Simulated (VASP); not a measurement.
# TiAl3 (Immm) in VASP: single point with PBEsol

Aim: the single point of TiAl3 with PBEsol.

All numbers are computed with VASP 6.6.1; they aren't measurements. Logs are shortened: lines on timing, memory, paths and dates and some standing lists are left out, and cuts for length are marked.

## (1) The cell of the first run

It takes space group Immm (No. 71, orthorhombic). The conventional cell has a = 3.816 Å, b = 3.854 Å, c = 8.554 Å, α = 90.00°, β = 90.00°, γ = 90.00°. Within 3.6 Å of Ti (site symmetry mmm) lie 12 Al at 2.71 to 2.88 Å. Within 3.6 Å of Al (site symmetry mmm) lie 4 Ti at 2.71 Å and 8 Al at 2.87 to 2.88 Å. Al (site symmetry mm2) has 8 Al at 2.71 to 2.88 Å and 4 Ti at 2.87 to 2.88 Å within 3.6 Å.

## (2) Single point, PBEsol (strain +0.0100 x Voigt [0, 1, 0, 0, 0, 0])

INCAR reads:

```
SYSTEM = TiAl3
PREC = Accurate ; ENCUT = 520
EDIFF = 1E-6 ; ISMEAR = 0
SIGMA = 0.15 ; LREAL = .False.
LASPH = .True. ; NELM = 60
ALGO = Fast ; ISIF = 2
LWAVE = .False. ; LCHARG = .False.
GGA = PS ; NBANDS = 18
```

KPOINTS reads:

```
Automatic mesh
0
Gamma
  18 18 18
  0 0 0
```

POSCAR reads:

```
TiAl3
1.0
   -1.9077740733      1.9268518140      4.2769968076
    1.9077740733     -1.9268518140      4.2769968076
    1.9077740733      1.9268518140     -4.2769968076
Ti Al
1 3
Direct
    0.0000000000      0.0000000000      0.0000000000
    0.5000000000      0.5000000000      0.0000000000
    0.7500000000      0.2500000000      0.5000000000
    0.2500000000      0.7500000000      0.5000000000
```

Potentials or basis: VASP PAW PBE potentials, release 64 (Ti_sv, Al).

Launch:

```sh
$ cat potpaw_PBE.64/Ti_sv/POTCAR potpaw_PBE.64/Al/POTCAR > POTCAR
$ mpirun -np 1 vasp_std > vasp.out
```

OUTCAR:

```text
SYSTEM = TiAl3
   PREC = Accurate
   ENCUT = 520
   EDIFF = 1E-6
   ISMEAR = 0
   LREAL = .False.
   LASPH = .True.
   NELM = 60
   ISIF = 2
   GGA = PS

 ion  position               nearest neighbor table
   1  0.000  0.000  0.000-   2 2.71   2 2.71   2 2.71   2 2.71   4 2.87   3 2.87   4 2.87   3 2.87
                             3 2.88   3 2.88   4 2.88   4 2.88
   2  0.500  0.500  0.000-   1 2.71   1 2.71   1 2.71   1 2.71   3 2.87   4 2.87   3 2.87   4 2.87
                             3 2.88   4 2.88   3 2.88   4 2.88
   3  0.750  0.250  0.500-   4 2.71   4 2.71   4 2.71   4 2.71   1 2.87   2 2.87   1 2.87   2 2.87
                             1 2.88   2 2.88   1 2.88   2 2.88
   4  0.250  0.750  0.500-   3 2.71   3 2.71   3 2.71   3 2.71   2 2.87   1 2.87   2 2.87   1 2.87
                             1 2.88   1 2.88   2 2.88   2 2.88

  LATTYP: Found a body centered orthorhombic cell.
 ALAT       =     3.8155481466
 B/A-ratio  =     1.0100000000
 C/A-ratio  =     2.2418780439

  Lattice vectors:

 A1 = (  -1.9077740733,   1.9268518140,   4.2769968076)
 A2 = (   1.9077740733,  -1.9268518140,   4.2769968076)
 A3 = (   1.9077740733,   1.9268518140,  -4.2769968076)

Analysis of symmetry for initial positions (statically):
=====================================================================
 Subroutine PRICEL returns:
 Original cell was already a primitive cell.

 Routine SETGRP: Setting up the symmetry group for a
 body centered orthorhombic supercell.

 Subroutine GETGRP returns: Found  8 space group operations
 (whereof  8 operations were pure point group operations)
 out of a pool of  8 trial point group operations.

The static configuration has the point symmetry D_2h.

Analysis of symmetry for dynamics (positions and initial velocities):
=====================================================================
 Subroutine PRICEL returns:
 Original cell was already a primitive cell.

 Routine SETGRP: Setting up the symmetry group for a
 body centered orthorhombic supercell.

 Subroutine GETGRP returns: Found  8 space group operations
 (whereof  8 operations were pure point group operations)
 out of a pool of  8 trial point group operations.

The dynamic configuration has the point symmetry D_2h.

 Subroutine INISYM returns: Found  8 space group operations
 (whereof  8 operations are pure point group operations),
 and found     1 'primitive' translations

----------------------------------------------------------------------------------------

                                     Primitive cell

  volume of cell :      62.8889

  direct lattice vectors                    reciprocal lattice vectors
    -1.907774073  1.926851814  4.276996808     0.000000000  0.259490635  0.116904459
     1.907774073 -1.926851814  4.276996808     0.262085541  0.000000000  0.116904459
     1.907774073  1.926851814 -4.276996808     0.262085541  0.259490635  0.000000000

  length of vectors
     5.064095331  5.064095331  5.064095331     0.284608577  0.286976451  0.368814615

  position of ions in fractional coordinates (direct lattice)
     0.000000000  0.000000000  0.000000000
     0.500000000  0.500000000  0.000000000
     0.750000000  0.250000000  0.500000000
     0.250000000  0.750000000  0.500000000

  ion indices of the primitive-cell ions
   primitive index   ion index
                 1           1
                 2           2
                 3           3
                 4           4

----------------------------------------------------------------------------------------

 KPOINTS: Automatic mesh

Automatic generation of k-mesh.
 Grid dimensions read from file:
 generate k-points for:   18   18   18

 Generating k-lattice:

  Cartesian coordinates                     Fractional coordinates (reciprocal lattice)
     0.000000000  0.014416146  0.006494692     0.055555556  0.000000000  0.000000000
     0.014560308  0.000000000  0.006494692     0.000000000  0.055555556 -0.000000000
     0.014560308  0.014416146  0.000000000     0.000000000 -0.000000000  0.055555556

  Length of vectors
     0.015811588  0.015943136  0.020489701

  Shift w.r.t. Gamma in fractional coordinates (k-lattice)
     0.000000000  0.000000000  0.000000000

 Subroutine IBZKPT returns following result:
 ===========================================

 Found    865 irreducible k-points:

 Following reciprocal coordinates:
            Coordinates               Weight
  0.000000  0.000000  0.000000      1.000000
  0.055556  0.000000 -0.000000      4.000000
  0.111111  0.000000 -0.000000      4.000000
  0.166667  0.000000  0.000000      4.000000
  0.222222  0.000000 -0.000000      4.000000
  0.277778  0.000000  0.000000      4.000000
[... 16 lines left out ...]
 -0.333333  0.055556  0.000000      8.000000
 -0.277778  0.055556 -0.000000      8.000000
 [... further k-points ...]
   k-points           NKPTS =    865   k-points in BZ     NKDIM =    865   number of bands    NBANDS=     18
   number of dos      NEDOS =    301   number of ions     NIONS =      4
   total plane-waves  NPLWV =  64000
   dimension x,y,z NGX =    40 NGY =   40 NGZ =   40
   dimension x,y,z NGXF=    80 NGYF=   80 NGZF=   80
   ions per type =               1   3
   NGX,Y,Z   is equivalent  to a cutoff of  13.13, 13.13, 13.13 a.u.
   NGXF,Y,Z  is equivalent  to a cutoff of  26.26, 26.26, 26.26 a.u.
 SYSTEM =  TiAl3
   PREC   = accura    normal or accurate (medium, high low for compatibility)
   ISTART =      0    job   : 0-new  1-cont  2-samecut
   ICHARG =      2    charge: 1-file 2-atom 10-const
   ISPIN  =      1    spin polarized calculation?
   LNONCOLLINEAR =      F non collinear calculations
   LSORBIT =      F    spin-orbit coupling
   LASPH  =      T    aspherical Exc in radial PAW
   ENCUT  =  520.0 eV  38.22 Ry    6.18 a.u.   9.42  9.42  9.42*2*pi/ulx,y,z
   NELM   =     60;   NELMIN=  2; NELMDL= -5     # of ELM steps
   EDIFF  = 0.1E-05   stopping-criterion for ELM
   LREAL  =      F    real-space projection
[... 7 lines left out ...]
   TEBEG  =    0.0;   TEEND  =   0.0 temperature during run
   PSTRESS=    0.0 pullay stress
   NELECT =      21.0000    total number of electrons
   NUPDOWN=      -1.0000    fix difference up-down
   EMIN   =  10.00;   EMAX   =-10.00  energy-range for DOS
   EFERMI =   0.00;   METHOD = LEGACY
   ISMEAR =     0;   SIGMA  =   0.15  broadening in eV -4-tet -1-fermi 0-gaus
   EFERMI_NEDOS =   21; number of points for ismear=-14 and -15
   IALGO  =     68    algorithm
   IMIX   =      4    mixing-type and parameters
     AMIX     =   0.40;   BMIX     =  1.00
     AMIX_MAG =   1.60;   BMIX_MAG =  1.00
  volume/ion in A,a.u.               =      15.72       106.10
  Fermi-wavevector in a.u.,A,eV,Ry     =   1.135769  2.146292 17.551113  1.289970
  Thomas-Fermi vector in A             =   2.272474
   LORBIT       =      0    0 simple, 1 ext, 2 COOP (PROOUT), +10 PAW based schemes
   GGA     = PS    functional components
   LHFCALC =     F    Hartree Fock is set to
   AEXX    =    0.0000 exact exchange contribution
   IVDW    =     0    specifies the selected vdW correction
   LEPSILON=     F    determine dielectric tensor
   LRPA    =     F    only Hartree local field effects (RPA)
 non-spin polarized calculation
 RMM-DIIS sequential band-by-band and
 Gauss-broadening in eV      SIGMA  =   0.15
  energy-cutoff  :      520.00
  volume of cell :       62.89
 maximum number of plane-waves:      1710
 NGX is ok and might be reduce to    40
   NGX = 19   NGY = 19   NGZ = 19

 number of electron      20.9999999 magnetization

 Free energy of the ion-electron system (eV)
  ---------------------------------------------------
  ext. energy  EPLUGINS =         0.00000000
  ---------------------------------------------------
  free energy    TOTEN  =       -22.23447973 eV

  energy without entropy =      -22.21484537  energy(sigma->0) =      -22.22466255

 E-fermi :   8.2342     XC(G=0): -10.8551

 val. band max:        8.2341632840   @ k =  -0.3889  -0.4444   0.2222
 cond. band min:       8.2347299113   @ k =  -0.2778  -0.3889   0.1667
 fundamental gap:      0.0005666273
 Fermi energy:         8.2342291560

 k-point     1 :       0.0000    0.0000    0.0000
  band No.  band energies     occupation
      1     -47.9894      2.00000
      2     -24.4135      2.00000
      3     -24.4048      2.00000
      4     -24.3273      2.00000
      5      -1.8547      2.00000
      6       5.4046      2.00000
[... 10 lines left out ...]
     17      12.0599      0.00000
     18      12.0843      0.00000

 k-point     2 :       0.0556    0.0000   -0.0000
  band No.  band energies     occupation
      1     -47.9893      2.00000
      2     -24.4142      2.00000
      3     -24.4047      2.00000
      4     -24.3272      2.00000
      5      -1.8165      2.00000
      6       5.1764      2.00000
[... 10 lines left out ...]
     17      12.0995      0.00000
     18      12.2748      0.00000

 k-point     3 :       0.1111    0.0000   -0.0000
  band No.  band energies     occupation
      1     -47.9892      2.00000
      2     -24.4165      2.00000
      3     -24.4046      2.00000
      4     -24.3271      2.00000
      5      -1.7023      2.00000
      6       4.8717      2.00000
[... 10 lines left out ...]
     17      12.1393      0.00000
     18      12.8078      0.00000

 k-point     4 :       0.1667    0.0000    0.0000
  band No.  band energies     occupation
      1     -47.9891      2.00000
      2     -24.4200      2.00000
      3     -24.4043      2.00000
      4     -24.3270      2.00000
      5      -1.5131      2.00000
      6       4.5528      2.00000
[... 375 lines left out ...]
      4     -24.3261      2.00000
      5      -0.1001      2.00000
      6       2.4935      2.00000
[... 10 lines left out ...]
     17      13.2387      0.00000
     18      13.6647      0.00000

 k-point    23 :      -0.3333    0.0556    0.0000
  band No.  band energies     occupation
      1     -47.9884      2.00000
      2     -24.4330      2.00000
      3     -24.4043      2.00000
      4     -24.3263      2.00000
      5      -0.5522      2.00000
      6       3.1595      2.00000
[... 10 lines left out ...]
     17      13.0400      0.00000
     18      13.4108      0.00000

 k-point    24 :      -0.2778    0.0556   -0.0000
  band No.  band energies     occupation
      1     -47.9886      2.00000
      2     -24.4288      2.00000
      3     -24.4046      2.00000
      4     -24.3264      2.00000
      5      -0.9412      2.00000
      6       3.8077      2.00000
[... 10 lines left out ...]
     17      12.5621      0.00000
     18      13.4727      0.00000

 [... further k-points ...]

------------------------ aborting loop because EDIFF is reached ----------------------------------------

  FORCE on cell =-STRESS in cart. coord.  units (eV):
  Direction    XX          YY          ZZ          XY          YZ          ZX
  --------------------------------------------------------------------------------------
  -------------------------------------------------------------------------------------
  Total       -0.3297524     -0.7682500     -0.2145576      0.0000000      0.0000000      0.0000000
  in kB       -8.4008730    -19.5721707     -5.4661334      0.0000000      0.0000000      0.0000000
  external PRESSURE =     -11.1463923 kB  Pullay stress =       0.0000000 kB

 VOLUME and BASIS-vectors are now :
 -----------------------------------------------------------------------------
  energy-cutoff  :      520.00
  volume of cell :       62.89
      direct lattice vectors                 reciprocal lattice vectors
    -1.907774073  1.926851814  4.276996808     0.000000000  0.259490635  0.116904459
     1.907774073 -1.926851814  4.276996808     0.262085541  0.000000000  0.116904459
     1.907774073  1.926851814 -4.276996808     0.262085541  0.259490635  0.000000000

 POSITION                                       TOTAL-FORCE (eV/Angst)
 -----------------------------------------------------------------------------------
      0.00000      0.00000      0.00000        -0.000000     -0.000000      0.000000
      0.00000      0.00000      4.27700        -0.000000     -0.000000     -0.000000
     -0.00000      1.92685      2.13850        -0.000000      0.000000      0.006537
      1.90777      0.00000      2.13850         0.000000     -0.000000     -0.006537
 -----------------------------------------------------------------------------------
    total drift:                               -0.000000     -0.000000     -0.000000

  FREE ENERGIE OF THE ION-ELECTRON SYSTEM (eV)
  ---------------------------------------------------
  free  energy   TOTEN  =       -22.2344797317 eV

  energy  without entropy=      -22.2148453742  energy(sigma->0) =      -22.22466255
```

Run time: 28 min. Hardware: 1 thread of Intel Xeon 6975P-C (Granite Rapids), shared host; peak memory 0.99 GiB.

What came out:

```
Free energy            : -22.2345 eV
Pressure               : -1.1 GPa
Largest force          : 0.007 eV/Å
Band gap on the k mesh : zero (an odd number of electrons rules out a gap without spin polarisation)
```

Forces in eV/Å, atoms in the order of the input:
```
Ti   0.000  0.000  0.000
Al   0.000  0.000  0.000
Al   0.000  0.000  0.007
Al   0.000  0.000 -0.007
```

Stress tensor (GPa, compression positive):
```
-0.84  0.00  0.00
 0.00 -1.96  0.00
 0.00  0.00 -0.55
```

Caveat: the cell differs from its parent crystal (strain +0.0100 x Voigt [0, 1, 0, 0, 0, 0]); the PAW data sets were made with another functional, which shifts forces and pressure a little.
